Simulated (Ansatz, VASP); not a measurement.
# FeNi: VASP beside Ansatz

```
CELL_PARAMETERS angstrom
2.51294 0.00000 0.00000
0.00000 2.51294 0.00000
0.00000 0.00000 3.53483
ATOMIC_POSITIONS crystal
Fe 0.00000 0.00000 0.00000
Ni 0.50000 0.50000 0.50000
```

Alike in both runs: functional r2SCAN; k mesh 16 × 16 × 12; occupations gaussian, width 0.1 eV; collinear spin.

Ansatz relaxed the structure, and its values are those at the end. VASP's run is a single point on that final structure, the one shown.

|  | VASP | Ansatz |
| --- | --- | --- |
| version | VASP 6.6.1 | Ansatz 0.2.0 |
| potentials or method | VASP PAW PBE potentials, release 64 (Fe, Ni), cutoff 520 eV | scalar-relativistic, plane waves, PAW |
| valence electrons in the cell | 18 | 34 |

```tsv
	VASP	Ansatz	Ansatz less VASP
gap on the k mesh at the Fermi level (eV)	none	none	-
pressure (GPa)	0.1	0.0	-0.05
net moment per atom (μB)	1.76	1.77	+0.006
size of the moment on the site where the two differ most (μB)	0.67	0.77	+0.094
```

VASP's potentials were made for PBE, not for r2SCAN. Site moments also hang on the region over which each program counts them. A gap of «none» marks a metal or a gap that the smearing closes. With one functional, cell and mesh, what is left measures potentials, basis and numerics. VASP's potentials hold 18 valence electrons a cell and Ansatz's 34, so a difference there can come from the potentials and not from the codes.
